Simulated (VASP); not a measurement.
Wanted: the native input for a VASP 6.6.1 run.

| Item | Value |
| --- | --- |
| Task | single point |
| Functional | PBE |
| Potentials or basis | VASP PAW PBE potentials, release 64 (Ag) |
| Cutoff | 520 eV |
| k mesh | 24 × 24 × 12 |
| Occupations | gaussian, width 0.1 eV |
| Spin | no spin polarisation |
| Dipole correction | no |
| Further INCAR settings | ALGO = Fast; EDIFF = 1e-06; NBANDS = 18 |

The structure of Ag lies in POSCAR:

```
Ag
1.0
    2.9052474003      0.0000750018      0.0000000000
   -1.4525579266      2.5475177474      0.0000000000
    0.0000000000      0.0000000000      4.8171980460
Ag
2
Direct
    0.3347769393      0.6695724657      0.2500000000
    0.6652230607      0.3304275343      0.7500000000
```

This isn't the form of Ag at room conditions, which is fcc.

This cell differs from its parent crystal: uniaxial strain along a: -1.0 %, then relaxed in part.

The input as run:

INCAR

```
SYSTEM = Ag
PREC = Accurate
ENCUT = 520
EDIFF = 1E-6
ISMEAR = 0
SIGMA = 0.1
LREAL = .FALSE.
LASPH = .TRUE.
NELM = 60
ALGO = Fast
ISIF = 2
LWAVE = .FALSE.
LCHARG = .FALSE.
GGA = PE
NBANDS = 18
```

KPOINTS

```
regular mesh
0
G
  24 24 12
  0 0 0
```

Potentials or basis: VASP PAW PBE potentials, release 64 (Ag).

Launch:

```console
$ cat potpaw_PBE.64/Ag/POTCAR > POTCAR
$ mpirun -np 1 vasp_std > vasp.out
```

Results of the run:

| Item | Value |
| --- | --- |
| Pressure | 0.2 GPa |
| Band gap on the k mesh | zero (bands 11 and 12 overlap by 7.38 eV) |

Caveat: the cell differs from its parent crystal (uniaxial strain along a: -1.0 %, then relaxed in part).

Wall time 4.9 min on 1 thread of Intel(R) Xeon(R) 6975P-C (Granite Rapids) (shared host), peak memory 1.1 GiB.
